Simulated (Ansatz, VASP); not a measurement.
**Ba: VASP beside Ansatz**

```
Ba
1.0
    -2.40618    2.63117    2.40618
     2.40618   -2.63117    2.40618
     2.40618    2.63117   -2.40618
Ba
1
Direct
  0.00000 0.00000 0.00000
```

Alike in both runs: task single point; functional PBE; k mesh 12 × 12 × 12; occupations gaussian, width 0.1 eV; no spin polarisation.

```csv
,VASP,Ansatz
version,VASP 6.6.1,Ansatz 0.2.0
potentials or method,"VASP PAW PBE potentials, release 64 (Ba_sv), cutoff 520 eV","scalar-relativistic, plane waves, PAW"
valence electrons in the cell,10,10
```

```csv
,VASP,Ansatz,Ansatz less VASP
gap on the k mesh at the Fermi level (eV),none,none,-
pressure (GPa),0.4,0.4,-0.06
"traceless stress, the component that is largest in VASP (GPa)",-0.21,-0.21,+0.002
```

A gap of «none» marks a metal or a gap that the smearing closes.

Neither program's run includes spin-orbit coupling.
